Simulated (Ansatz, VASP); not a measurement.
# SrCl2: VASP beside Ansatz

```xyz
3
Lattice="0.0000 3.5067 3.5067 3.5067 0.0000 3.5067 3.5067 3.5067 0.0000" Properties=species:S:1:pos:R:3 pbc="T T T"
Sr    0.0000    0.0000    0.0000
Cl    1.7533    1.7533    1.7533
Cl    5.2600    5.2600    5.2600
```

Alike in both runs: task relaxation of cell and atoms; functional PBE; k mesh 5 × 5 × 5; no spin polarisation.

```csv
,VASP,Ansatz
version,VASP 6.6.1,Ansatz 0.2.0
potentials or method,"VASP PAW PBE potentials, release 64 (Sr_sv, Cl), cutoff 600 eV",PAW plane waves
occupations,"fermi-dirac, width 0.1 eV",fermi-dirac
valence electrons in the cell,24,24
```

```csv
,VASP,Ansatz,Ansatz less VASP
"gap on the k mesh at the Fermi level, each at its own relaxed structure (eV)",5.35,5.31,-0.041
relaxed volume (Å³/atom),28.75,29.07,+0.320
relaxed cell length with the largest relative difference (Å),4.959,4.978,+0.0184
```

Noted on VASP's run: the relaxation stopped at its first step, so nothing moved.
